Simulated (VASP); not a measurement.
**Co: single point with PBE**

Co:

```
CELL_PARAMETERS angstrom
2.41648 0.00000 0.00000
-1.20824 2.09274 0.00000
0.00000 0.00000 3.90451
ATOMIC_POSITIONS crystal
Co 0.33333 0.66667 0.25000
Co 0.66667 0.33333 0.75000
```

- Program: VASP 6.6.1
- Task: single point
- Functional: PBE
- Potentials or basis: VASP PAW PBE potentials, release 64 (Co)
- Cutoff: 520 eV
- k mesh: 18 × 18 × 10
- Occupations: gaussian, width 0.1 eV
- Spin: collinear spin, ferromagnetic start
- Starting moments: [1.84, 1.84] μB

| Property | Result |
| --- | --- |
| Pressure | 24.4 GPa |
| Net moment | 3.09 μB per cell |
| Site moments | Co +1.54 μB |
| Valence electrons inside the program's atomic spheres | Co 8.47 |

Stress tensor (GPa, compression positive):
```
24.43  0.00  0.00
 0.00 24.43  0.00
 0.00  0.00 24.22
```

Levels at points of the mesh, in eV from the Fermi level:
Spin up:
| k point | band 8 | band 9 | band 10 | band 11 | band 12 | band 13 |
| --- | --- | --- | --- | --- | --- | --- |
| (0.00, 0.00, 0.00) | -1.94 | -1.94 | -0.66 | -0.66 | -0.09 | 7.28 |
| (0.50, 0.00, 0.00) | -0.51 | -0.40 | -0.34 | 1.61 | 3.85 | 10.51 |
| (0.00, 0.00, 0.50) | -2.78 | -1.02 | -1.02 | -1.02 | -1.02 | 16.19 |
| (0.50, 0.00, 0.50) | -0.97 | -0.41 | -0.41 | 1.80 | 1.80 | 8.19 |
Spin down:
```
           k point  band 4  band 5  band 6  band 7  band 8  band 9  band 10  band 11
(0.00, 0.00, 0.00)   -1.14   -1.14   -0.71   -0.71   -0.24   -0.24    -0.12     1.15
(0.50, 0.00, 0.00)   -2.02   -1.32   -1.20   -0.72    1.31    1.46     1.50     2.84
(0.00, 0.00, 0.50)   -1.77   -1.21   -1.21   -1.21   -1.21    0.77     0.77     0.77
(0.50, 0.00, 0.50)   -2.73   -0.12   -0.12    0.27    0.27    1.42     1.42     2.45
```

Wall time 72 s on 1 thread of Intel(R) Xeon(R) 6975P-C (Granite Rapids) (shared host), peak memory 0.22 GiB.

Caveat: the cell stands under pressure.
